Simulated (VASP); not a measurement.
Runs of VASP 6.6.1 on Pb. The structure is that of space group P6_3/mmc (No. 194), or close to it. The cells are those of the table. This isn't the form of Pb at room conditions, which is fcc.

```csv
cell,gap on the mesh (eV),pressure (GPa)
"a = 3.657, b = 3.657, c = 11.807 Å, angles 90.0, 90.0, 120.0°, 4 atoms",none,-1.4
"a = 3.510, b = 3.510, c = 11.334 Å, angles 90.0, 90.0, 120.0°, 4 atoms",none,(b)
"a = 3.703, b = 3.703, c = 11.956 Å, angles 90.0, 90.0, 120.0°, 4 atoms",none,-2.3
"a = 3.609, b = 3.609, c = 11.653 Å, angles 90.0, 90.0, 120.0°, 4 atoms",none,-0.1
"a = 3.459, b = 3.459, c = 11.167 Å, angles 90.0, 90.0, 120.0°, 4 atoms",none,(a)
"a = 3.560, b = 3.560, c = 11.496 Å, angles 90.0, 90.0, 120.0°, 4 atoms",none,1.5
```

Alike in all rows: task single point; level revPBE; potentials or basis VASP PAW PBE potentials, release 64 (Pb_d); no spin polarisation; k mesh 11 × 11 × 3; cutoff (eV) 520; smearing fermi-dirac 0.1 eV.

**Question.** Fill in the values left out.

**Answer.** (a) 6.0; (b) 3.5.

Caveats: the PAW data sets were made with another functional, which shifts forces and pressure a little; spin-orbit coupling is left out, which moves the levels of the heavy elements; the cell stands under pressure (at least some runs).

A k mesh can miss the band edges, and the runs leave out spin-orbit coupling on Pb.

A gap of «none» marks levels without a gap at the run's occupations.
